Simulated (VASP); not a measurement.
Set up this calculation in VASP 6.6.1, as the native input.

| Quantity | Value |
| --- | --- |
| Task | single point |
| Functional | r2SCAN |
| Potentials or basis | VASP PAW PBE potentials, release 64 (Au) |
| Cutoff | 520 eV |
| k mesh | 11 × 11 × 11 |
| Occupations | fermi-dirac, width 0.05 eV |
| Spin | no spin polarisation |
| Dipole correction | no |
| Further INCAR settings | ALGO = Normal; EDIFF = 1e-06; NBANDS = 12 |

Crystal: Au.

```
Au
1.0
    -1.65727    1.65727    1.65727
     1.65727   -1.65727    1.65727
     1.65727    1.65727   -1.65727
Au
1
Direct
  0.00000 0.00000 0.00000
```

One way to write it, as run:

POSCAR

```
Au
1.0
   -1.6572690000      1.6572690000      1.6572690000
    1.6572690000     -1.6572690000      1.6572690000
    1.6572690000      1.6572690000     -1.6572690000
Au
1
Direct
    0.0000000000      0.0000000000      0.0000000000
```

INCAR.step1

```
PREC     = Accurate       # precision mode
ENCUT    = 520            # plane-wave cutoff, eV
ISMEAR   = -1             # smearing method
SIGMA    = 0.05           # smearing width, eV
LREAL    = F              # projectors in reciprocal space
LASPH    = T              # aspherical terms in the spheres
NELM     = 60             # most SCF steps
NBANDS   = 12             # bands
GGA      = PE             # functional
ALGO     = Normal         # electronic algorithm
EDIFF    = 1E-4           # SCF threshold, eV
LWAVE    = T              # write WAVECAR
LCHARG   = F              # write CHGCAR
```

INCAR.step2

```
PREC     = Accurate       # precision mode
ENCUT    = 520            # plane-wave cutoff, eV
EDIFF    = 1E-6           # SCF threshold, eV
ISMEAR   = -1             # smearing method
SIGMA    = 0.05           # smearing width, eV
LREAL    = F              # projectors in reciprocal space
LASPH    = T              # aspherical terms in the spheres
NELM     = 60             # most SCF steps
ALGO     = Normal         # electronic algorithm
ISIF     = 2              # what is computed and relaxed
LWAVE    = F              # write WAVECAR
LCHARG   = T              # write CHGCAR
METAGGA  = R2SCAN         # meta-GGA
LMIXTAU  = T            
LELF     = T              # ELF
LVHAR    = T            
NBANDS   = 12             # bands
ISTART   = 1
```

KPOINTS

```
regular mesh
0
Gamma
  11 11 11
```

Potentials or basis: VASP PAW PBE potentials, release 64 (Au).

Launch:

```console
$ cat potpaw_PBE.64/Au/POTCAR > POTCAR
$ cp INCAR.step1 INCAR
$ mpirun -np 1 vasp_std > vasp.out
$ cp INCAR.step2 INCAR
$ mpirun -np 1 vasp_std > vasp.out
```

It gave:

The pressure is -3.9 GPa.

Caveat: the PAW data sets were made with another functional, which shifts forces and pressure a little.

Wall time 46 s on 1 thread of Intel(R) Xeon(R) Platinum 8259CL CPU @ 2.50GHz (Skylake/Cascade Lake), with other jobs on the host, peak memory 0.14 GiB.
